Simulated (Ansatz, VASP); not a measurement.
**Two plane-wave programs on TiO2**

The input INCAR:

```
SYSTEM = TiO2
ALGO = Normal
EDIFF = 1E-6
ENCUT = 520
GGA = PE
ISIF = 2
ISMEAR = 0
LASPH = .TRUE.
LCHARG = .TRUE.
LELF = .TRUE.
LREAL = .FALSE.
LVHAR = .TRUE.
LWAVE = .FALSE.
NBANDS = 33
NELM = 80
PREC = Accurate
SIGMA = 0.05
```

KPOINTS

```
k-points
0
G
  8 8 10
  0 0 0
```

The input POSCAR:

```
TiO2
1.0
    4.2542558086      0.0000000000      0.0000000000
    0.0000000000      4.2542558086      0.0000000000
    0.0000000000      0.0000000000      3.5305633549
Ti O
2 4
Direct
    0.0000000000      0.0000000000      0.0000000000
    0.5000000000      0.5000000000      0.5000000000
    0.3051105247      0.3051105247      0.0000000000
    0.1948894753      0.8051105247      0.5000000000
    0.6948894753      0.6948894753      0.0000000000
    0.8051105247      0.1948894753      0.5000000000
```

Input for Ansatz:

```yaml
crystal:
  lattice:
    - [4.2542558086, 0.0, 0.0]
    - [0.0, 4.2542558086, 0.0]
    - [0.0, 0.0, 3.5305633549]
  atoms:
    - { symbol: Ti, position: [0.0, 0.0, 0.0] }
    - { symbol: Ti, position: [0.5, 0.5, 0.5] }
    - { symbol: O, position: [0.3051105247, 0.3051105247, 0.0] }
    - { symbol: O, position: [0.1948894753, 0.8051105247, 0.5] }
    - { symbol: O, position: [0.6948894753, 0.6948894753, 0.0] }
    - { symbol: O, position: [0.8051105247, 0.1948894753, 0.5] }
basis:
  ecutwfc: 420
kpoints:
  mp_grid: { grid: [8, 8, 10] }
hamiltonian:
  xc: pbe
scf:
  occupations: { method: gaussian, width: 0.05 }
output:
  forces: true
  stress: true
  eigenvalues: true
```

Alike in both runs: task single point; functional PBE; k mesh 8 × 8 × 10; occupations gaussian, width 0.05 eV; no spin polarisation.

|  | VASP | Ansatz |
| --- | --- | --- |
| version | VASP 6.6.1 | Ansatz 0.2.0 |
| potentials or method | VASP PAW PBE potentials, release 64 (Ti_sv, O), cutoff 520 eV | scalar-relativistic, plane waves, PAW |
| valence electrons in the cell | 48 | 48 |

```csv
,VASP,Ansatz,Ansatz less VASP
gap on the k mesh at the Fermi level (eV),1.65,1.67,+0.022
least direct gap on the mesh (eV),1.66,1.69,+0.028
pressure (GPa),-0.2,-0.8,-0.60
"traceless stress, the component that is largest in VASP (GPa)",-32.62,-32.35,+0.270
rms of the force components (eV/Å),0.174,0.143,-0.0311
```

Atom by atom the forces differ by 0.031 eV/Å (rms over components). With one functional, cell and mesh, what is left measures potentials, basis and numerics.
